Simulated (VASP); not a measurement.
A run of VASP 6.6.1:

INCAR

```
ALGO = Normal
EDIFF = 1E-6
ENCUT = 520
GGA = CA
ISIF = 2
ISMEAR = -1
ISPIN = 2
LASPH = T
LCHARG = T
LELF = T
LMAXMIX = 4
LORBIT = 11
LREAL = F
LVHAR = T
LWAVE = F
MAGMOM = 0.607
NBANDS = 15
NELM = 150
PREC = Accurate
SIGMA = 0.05
```

KPOINTS

```
k-points
0
Gamma
  4 4 4
```

Contents of POSCAR:

```
Ni
1.0
    0.0000000000      1.7124646296      1.7124646296
    1.7124646296      0.0000000000      1.7124646296
    1.7124646296      1.7124646296      0.0000000000
Ni
1
Direct
    0.0000000000      0.0000000000      0.0000000000
```

Potentials or basis: VASP PAW LDA potentials, release 64 (Ni).

Command:

```sh
$ cat potpaw_LDA.64/Ni/POTCAR > POTCAR
$ mpirun -np 1 vasp_std > vasp.out
```

Hardware: 1 thread of Intel(R) Xeon(R) Platinum 8488C (Sapphire Rapids) (shared host).

Question: How long does it take, and how much memory?

Answer: Run time: 3.7 s on 1 thread of Intel(R) Xeon(R) Platinum 8488C (Sapphire Rapids), on a shared host, peak memory 0.11 GiB. Counts: scf iterations 14, k points 8.
